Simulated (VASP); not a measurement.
Runs of VASP 6.6.1 on Be. The structure is that of space group Im-3m (No. 229), or close to it. The cells are those of the table. 

| task | level | spin | cell | k mesh | cutoff (eV) | smearing | dipole correction | tolerance level | purpose | grid for exact exchange (PRECFOCK) | share of exact exchange | gap on the mesh (eV) | pressure (GPa) |
| --- | --- | --- | --- | --- | --- | --- | --- | --- | --- | --- | --- | --- | --- |
| single point | PBEsol | non-collinear, typed start | a = 2.139, b = 2.218, c = 2.169 Å, angles 110.7, 108.8, 109.4°, 1 atom | 11 × 11 × 11 | 520 | tetrahedron | no | - | - | - | - | none | (b) |
| single point | SCAN | off | a = 2.178 Å, angles 109.7, 109.7, 108.9°, 1 atom | 29 × 29 × 29 | 650 | fermi-dirac 0.02 eV | - | standard | stress | - | - | none | -2.3 |
| single point | r2SCAN | off | a = 2.160, b = 2.177, c = 2.182 Å, angles 109.2, 111.3, 108.2°, 1 atom | 11 × 11 × 11 | 520 | fermi-dirac 0.01 eV | no | - | - | - | - | none | -0.5 |
| single point | PBEsol+D4 | off | a = 2.170 Å, angles 109.5°, 1 atom | 15 × 15 × 15 | 600 | fermi-dirac 0.1 eV | no | - | - | - | - | none | -2.8 |
| single point | HSE06 | off | a = 2.170 Å, angles 109.5°, 1 atom | 8 × 8 × 8 | 520 | gaussian 0.1 eV | no | - | - | Normal | 0.25 | none | -1.5 |
| single point | r2SCAN | off | a = 2.160, b = 2.177, c = 2.182 Å, angles 109.2, 111.3, 108.2°, 1 atom | 11 × 11 × 11 | 520 | fermi-dirac 0.005 eV | no | - | - | - | - | none | -0.5 |
| single point | r2SCAN | off | a = 2.160, b = 2.177, c = 2.182 Å, angles 109.2, 111.3, 108.2°, 1 atom | 11 × 11 × 11 | 520 | fermi-dirac 0.05 eV | no | - | - | - | - | none | -0.5 |
| single point | B3LYP+D4 | off | a = 2.170 Å, angles 109.5°, 1 atom | 11 × 11 × 11 | 520 | gaussian 0.02 eV | no | - | - | Normal | 0.2 | none | -5.8 |
| single point | RPBE+D3(BJ) | off | a = 2.027 Å, angles 109.5°, 1 atom | 15 × 15 × 15 | 520 | fermi-dirac 0.1 eV | no | - | - | - | - | none | (a) |
| relaxation of cell and atoms | RPBE+D3(BJ) | off | relaxed from a = 2.170 Å, angles 109.5°, 1 atom | 15 × 15 × 15 | 600 | fermi-dirac 0.1 eV | no | - | - | - | - | none | 0.2 |
| single point | r2SCAN | off | a = 2.160, b = 2.177, c = 2.182 Å, angles 109.2, 111.3, 108.2°, 1 atom | 11 × 11 × 11 | 520 | fermi-dirac 0.025 eV | no | - | - | - | - | none | -0.5 |
| single point | PBE | off | a = 2.185 Å, angles 109.5°, 1 atom | 15 × 15 × 15 | 600 | fermi-dirac 0.05 eV | no | - | - | - | - | none | -3.0 |

Alike in all rows: potentials or basis VASP PAW PBE potentials, release 64 (Be).

Fill in the values left out.

(a) 0.1; (b) -1.4.

Caveats: some runs use coarse meshes; the PAW data sets were made with another functional, which shifts forces and pressure a little (at least some runs); the cell stands under tension (at least some runs); the dispersion term is far too large for a dense solid, which distorts pressure and volume (at least some runs); tetrahedron occupations give inexact forces and stress in metals (at least some runs).

A gap of «none» marks levels without a gap at the run's occupations.
